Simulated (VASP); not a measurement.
# Al8N6O (a cell with a defect) in VASP: notebook, part 2 of 2

VASP 6.6.1.

## 3. Single point, PBE

The COD entry that gives the cell may itself be a prediction, so a difference from it is no test against experiment.

INCAR reads:

```
PREC = Accurate
ENCUT = 520
EDIFF = 1E-6
ISMEAR = 0
SIGMA = 0.05
LREAL = Auto
LASPH = True
NELM = 80
ALGO = Normal
ISIF = 2
LWAVE = False
LCHARG = False
GGA = PE
NBANDS = 43
NELECT = 58.0
```

KPOINTS reads:

```
regular mesh
0
Gamma
  2 3 3
```

POSCAR reads:

```
Al8N6O
1.0
   -3.1440000000     -5.4455680000      0.0000000000
    4.7160000000     -2.7227840000      0.0000000000
    0.0000000000      0.0000000000      5.0460000000
Al N O
8 6 1
Direct
    0.4731781011      0.6358063931      0.0234409433
    0.4888507044      0.3274895281      0.5084254855
    0.2520296248      0.1639037618      0.0175840270
    0.2792500422      0.8474832767      0.5316771700
   -0.0046152180      0.6828468521     -0.0492332541
   -0.0186998861      0.2053234856      0.5479885057
    0.7553159997      0.2255817436      0.0151248514
    0.7474258410      0.8219119687      0.3840384463
    0.4872841510      0.6541304857      0.3901636940
    0.4989076667      0.3265919644      0.8804877130
    0.2430310557      0.1570094654      0.3896080063
    0.2684543055      0.8356442613      0.8976341657
    0.0091754859      0.3418417574      0.8821375347
    0.7285016943      0.1726811550      0.3654510503
   -0.0980752948      0.8646296169      0.6748826793
```

Potentials or basis: VASP PAW PBE potentials, release 64 (Al, N, O).

The run is started by

```sh
cat potpaw_PBE.64/Al/POTCAR potpaw_PBE.64/N/POTCAR potpaw_PBE.64/O/POTCAR > POTCAR
mpirun -np 1 vasp_std > vasp.out
```

OUTCAR:

```text
PREC = Accurate
   ENCUT = 520
   EDIFF = 1E-6
   ISMEAR = 0
   LREAL = Auto
   LASPH = True
   NELM = 80
   ISIF = 2
   GGA = PE
   NELECT = 58.0

 ion  position               nearest neighbor table
   1  0.473  0.636  0.023-  12 1.80  10 1.84   9 1.86   8 2.70   7 2.85   3 2.92   2 2.97   4 3.00
                             5 3.04   4 3.06   2 3.10   3 3.19   5 3.31
   2  0.489  0.327  0.508-  14 1.87   9 1.88  10 1.88  11 1.90   4 2.93   1 2.97   3 3.02   7 3.05
                             1 3.10   3 3.10   7 3.11   4 3.13   6 3.17   8 3.21   8 3.26   6 3.27
   3  0.252  0.164  0.018-  11 1.88  12 1.89  10 1.92  13 1.93   1 2.92   6 2.93   4 3.00   2 3.02
                             5 3.10   2 3.10   4 3.12   7 3.14   6 3.18   7 3.18   1 3.19   5 3.27
   4  0.279  0.847  0.532-   9 1.82  11 1.85  12 1.85  15 2.48   6 2.70   5 2.91   2 2.93   1 3.00
                             3 3.00   8 3.04   1 3.06   3 3.12   2 3.13
   5  0.995  0.683  0.951-  15 1.81  13 1.89  12 1.93   8 2.79   4 2.91   7 2.93   1 3.04   3 3.10
                             3 3.27   6 3.30   1 3.31   7 3.33   8 3.34
   6  0.981  0.205  0.548-  14 1.85  11 1.85  13 1.85  15 2.03   8 2.68   4 2.70   7 2.75   3 2.93
                             7 3.04   2 3.17   3 3.18   2 3.27   5 3.30
   7  0.755  0.226  0.015-  14 1.80  10 1.83  13 1.84   6 2.75   1 2.85   8 2.88   5 2.93   6 3.04
                             2 3.05   2 3.11   3 3.14   3 3.18   5 3.33
   8  0.747  0.822  0.384-  15 1.78   9 1.87  14 1.92   6 2.68   1 2.70   5 2.79   7 2.88   4 3.04
                             2 3.21   2 3.26   5 3.34
   9  0.487  0.654  0.390-   4 1.82   1 1.86   8 1.87   2 1.88
  10  0.499  0.327  0.880-   7 1.83   1 1.84   2 1.88   3 1.92
  11  0.243  0.157  0.390-   4 1.85   6 1.85   3 1.88   2 1.90
  12  0.268  0.836  0.898-   1 1.80   4 1.85   3 1.89   5 1.93
  13  0.009  0.342  0.882-   7 1.84   6 1.85   5 1.89   3 1.93
  14  0.729  0.173  0.365-   7 1.80   6 1.85   2 1.87   8 1.92
  15  0.902  0.865  0.675-   8 1.78   5 1.81   6 2.03   4 2.48

  LATTYP: Found a simple orthorhombic cell.
 ALAT       =     5.0460000000
 B/A-ratio  =     1.0791850583
 C/A-ratio  =     1.2461355977

  Lattice vectors:

 A1 = (   0.0000000000,   0.0000000000,  -5.0460000000)
 A2 = (   4.7160000000,  -2.7227840000,   0.0000000000)
 A3 = (  -3.1440000000,  -5.4455680000,   0.0000000000)

Analysis of symmetry for initial positions (statically):
=====================================================================
 Subroutine PRICEL returns:
 Original cell was already a primitive cell.

 Routine SETGRP: Setting up the symmetry group for a
 simple orthorhombic supercell.

 Subroutine GETGRP returns: Found  1 space group operations
 (whereof  1 operations were pure point group operations)
 out of a pool of  8 trial point group operations.

The static configuration has the point symmetry C_1 .

Analysis of symmetry for dynamics (positions and initial velocities):
=====================================================================
 Subroutine PRICEL returns:
 Original cell was already a primitive cell.

 Routine SETGRP: Setting up the symmetry group for a
 simple orthorhombic supercell.

 Subroutine GETGRP returns: Found  1 space group operations
 (whereof  1 operations were pure point group operations)
 out of a pool of  8 trial point group operations.

[... 96 lines left out ...]
   dimension x,y,z NGX =    48 NGY =   42 NGZ =   40
   dimension x,y,z NGXF=    96 NGYF=   84 NGZF=   80
   ions per type =               8   6   1
   NGX,Y,Z   is equivalent  to a cutoff of  12.69, 12.82, 13.18 a.u.
   NGXF,Y,Z  is equivalent  to a cutoff of  25.38, 25.64, 26.36 a.u.
 SYSTEM =  unknown system
   PREC   = accura    normal or accurate (medium, high low for compatibility)
   ISTART =      0    job   : 0-new  1-cont  2-samecut
   ICHARG =      2    charge: 1-file 2-atom 10-const
   ISPIN  =      1    spin polarized calculation?
   LNONCOLLINEAR =      F non collinear calculations
   LSORBIT =      F    spin-orbit coupling
   LASPH  =      T    aspherical Exc in radial PAW
   ENCUT  =  520.0 eV  38.22 Ry    6.18 a.u.  11.69 10.13  9.38*2*pi/ulx,y,z
   NELM   =     80;   NELMIN=  2; NELMDL= -5     # of ELM steps
   EDIFF  = 0.1E-05   stopping-criterion for ELM
   LREAL  =      T    real-space projection
   EDIFFG = 0.1E-04   stopping-criterion for IOM
   NSW    =      0    number of steps for IOM
[... 5 lines left out ...]
   TEBEG  =    0.0;   TEEND  =   0.0 temperature during run
   PSTRESS=    0.0 pullay stress
   NELECT =      58.0000    total number of electrons
   NUPDOWN=      -1.0000    fix difference up-down
   EMIN   =  10.00;   EMAX   =-10.00  energy-range for DOS
   EFERMI =   0.00;   METHOD = LEGACY
   ISMEAR =     0;   SIGMA  =   0.05  broadening in eV -4-tet -1-fermi 0-gaus
   EFERMI_NEDOS =   21; number of points for ismear=-14 and -15
   IALGO  =     38    algorithm
   IMIX   =      4    mixing-type and parameters
     AMIX     =   0.40;   BMIX     =  1.00
     AMIX_MAG =   1.60;   BMIX_MAG =  1.00
  volume/ion in A,a.u.               =      11.52        77.73
  Fermi-wavevector in a.u.,A,eV,Ry     =   1.137758  2.150051 17.612645  1.294493
  Thomas-Fermi vector in A             =   2.274463
   LORBIT       =      0    0 simple, 1 ext, 2 COOP (PROOUT), +10 PAW based schemes
   GGA     = PE    functional components
   LHFCALC =     F    Hartree Fock is set to
   AEXX    =    0.0000 exact exchange contribution
   IVDW    =     0    specifies the selected vdW correction
   LEPSILON=     F    determine dielectric tensor
   LRPA    =     F    only Hartree local field effects (RPA)
 non-spin polarized calculation
 Gauss-broadening in eV      SIGMA  =   0.05
  energy-cutoff  :      520.00
  volume of cell :      172.78
 maximum number of plane-waves:      4672
 NGX is ok and might be reduce to    48
   NGX = 23   NGY = 21   NGZ = 19

 number of electron      57.9999996 magnetization

 Free energy of the ion-electron system (eV)
  ---------------------------------------------------
  ext. energy  EPLUGINS =         0.00000000
  ---------------------------------------------------
  free energy    TOTEN  =      -117.96099792 eV

  energy without entropy =     -117.96099792  energy(sigma->0) =     -117.96099792

 E-fermi :   6.5771     XC(G=0): -10.2590

 val. band max:        6.3587773069   @ k =   0.5000   0.3333   0.3333
 cond. band min:       8.1559812568   @ k =   0.5000  -0.0000   0.0000
 fundamental gap:      1.7972039499
 Fermi energy:         6.5771414013

 k-point     1 :       0.0000    0.0000    0.0000
  band No.  band energies     occupation
      1     -12.5034      2.00000
      2      -9.2535      2.00000
      3      -7.9758      2.00000
      4      -7.9065      2.00000
      5      -7.5620      2.00000
      6      -7.3892      2.00000
[... 429 lines left out ...]
     40      13.5283      0.00000
     41      13.9447      0.00000
 [bands above 41 left out]

------------------------ aborting loop because EDIFF is reached ----------------------------------------

  FORCE on cell =-STRESS in cart. coord.  units (eV):
  Direction    XX          YY          ZZ          XY          YZ          ZX
  --------------------------------------------------------------------------------------
  -------------------------------------------------------------------------------------
  Total      -11.2031559    -15.3811903     -7.2611155      0.6437133     -2.5933890     -3.3048564
  in kB     -103.8838410   -142.6256254    -67.3303640      5.9689796    -24.0477964    -30.6450414
  external PRESSURE =    -104.6132768 kB  Pullay stress =       0.0000000 kB

 VOLUME and BASIS-vectors are now :
 -----------------------------------------------------------------------------
  energy-cutoff  :      520.00
  volume of cell :      172.78
      direct lattice vectors                 reciprocal lattice vectors
    -3.144000000 -5.445568000  0.000000000    -0.079516539 -0.137726680  0.000000000
     4.716000000 -2.722784000  0.000000000     0.159033079 -0.091817787  0.000000000
     0.000000000  0.000000000  5.046000000     0.000000000  0.000000000  0.198176774

 POSITION                                       TOTAL-FORCE (eV/Angst)
 -----------------------------------------------------------------------------------
      1.51079     -4.30789      0.11828         0.024332     -0.004006      0.043167
      0.00749     -3.55375      2.56551         0.029669     -0.007915      0.044301
     -0.01941     -1.81872      0.08873         0.012423      0.002001      0.036029
      3.11877     -3.82819      2.68284         0.007515     -0.002683      0.057937
      0.09082     -7.27968      4.79757         0.058105      0.015110     -0.078035
     -2.11690     -5.90279      2.76515        -0.033295      0.005733      0.046051
     -1.31087     -4.72734      0.07632         0.100267     -0.017229      0.084793
      1.52623     -6.30805      1.93786         0.051642      0.051509     -0.139809
      1.55286     -4.43459      1.96877         0.023053      0.063370      0.053446
     -0.02836     -3.60607      4.44294         0.008925      0.020366      0.021601
     -0.02363     -1.75095      1.96596         0.031545      0.011791      0.045993
      3.09688     -3.73716      4.52946         0.039388      0.014468      0.059208
      1.58328     -0.98073      4.45127        -0.044431      0.047744      0.024716
     -1.47604     -4.43728      1.84407         0.054614     -0.012782      0.066901
      1.24194     -7.26569      3.40546        -0.363752     -0.187476     -0.366297
 -----------------------------------------------------------------------------------
    total drift:                                0.000935     -0.003217      0.007723

  FREE ENERGIE OF THE ION-ELECTRON SYSTEM (eV)
  ---------------------------------------------------
  free  energy   TOTEN  =      -117.9609979244 eV

  energy  without entropy=     -117.9609979244  energy(sigma->0) =     -117.96099792
```

Wall time 84 s (1 thread of Intel Xeon 6975P-C (Granite Rapids), shared host); peak memory 0.28 GiB.

What came out:

```yaml
Free_energy: -117.9610 eV
Largest_force: 0.549 eV/Å
```

Forces in eV/Å, atoms in the order of the input:
```
Al   0.024 -0.004  0.043
Al   0.030 -0.008  0.044
Al   0.012  0.002  0.036
Al   0.008 -0.003  0.058
Al   0.058  0.015 -0.078
Al  -0.033  0.006  0.046
Al   0.100 -0.017  0.085
Al   0.052  0.052 -0.140
N    0.023  0.063  0.053
N    0.009  0.020  0.022
N    0.032  0.012  0.046
N    0.039  0.014  0.059
N   -0.044  0.048  0.025
N    0.055 -0.013  0.067
O   -0.364 -0.187 -0.366
```

Levels at points of the mesh, in eV from the Fermi level:
```csv
k point,band 25,band 26,band 27,band 28,band 29,band 30,band 31,band 32,band 33,band 34
"(0.00, 0.00, 0.00)",-2.36,-2.14,-1.85,-1.52,-1.49,2.33,2.88,3.35,4.09,4.64
"(0.50, 0.00, 0.00)",-2.45,-2.09,-1.92,-1.75,-0.49,1.58,3.03,3.44,4.19,4.46
```

Caveat: the k points lie up to 0.50 Å⁻¹ apart; the cell carries a net charge on a neutralising background, which shifts energy and pressure; the cell is charged against a uniform background, so pressure and absolute levels hang on convention.
